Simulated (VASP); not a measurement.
Wanted: the native input for a VASP 6.6.1 run.

- Task: single point
- Functional: PBEsol
- Potentials or basis: VASP PAW PBE potentials, release 64 (Zn)
- Cutoff: 520 eV
- k mesh: 12 × 12 × 12
- Occupations: fermi-dirac, width 0.05 eV
- Spin: no spin polarisation
- Dipole correction: no
- Further INCAR settings: ALGO = Fast; EDIFF = 1e-07; NBANDS = 12

The structure of Zn lies in POSCAR:

```
Zn
1.0
   -1.5019652456      1.5019652456      1.5019652456
    1.5019652456     -1.5019652456      1.5019652456
    1.5019652456      1.5019652456     -1.5019652456
Zn
1
Direct
    0.0000000000      0.0000000000      0.0000000000
```

The input as run:

INCAR

```
SYSTEM = Zn
  PREC = Accurate
  ENCUT = 520
  EDIFF = 1E-7
  ISMEAR = -1
  SIGMA = 0.05
  LREAL = .False.
  LASPH = .True.
  NELM = 60
  ALGO = Fast
  ISIF = 2
  LWAVE = .False.
  LCHARG = .True.
  GGA = PS
  LELF = .True.
  LVHAR = .True.
  NBANDS = 12
```

KPOINTS

```
regular mesh
0
Gamma
  12 12 12
  0 0 0
```

Potentials or basis: VASP PAW PBE potentials, release 64 (Zn).

Launch:

```bash
$ cat potpaw_PBE.64/Zn/POTCAR > POTCAR
$ mpirun -np 1 vasp_std > vasp.out
```

It gave:

```json
{
 "Pressure": "5.5 GPa",
 "Band gap on the k mesh": "zero (band 6 reaches 8.30 eV, above the bottom of band 7 at 3.17 eV)"
}
```

Caveat: the PAW data sets were made with another functional, which shifts forces and pressure a little.

Wall time 7.2 s on 1 thread of Intel(R) Xeon(R) Platinum 8375C CPU @ 2.90GHz (Ice Lake) (shared host), peak memory 0.12 GiB.
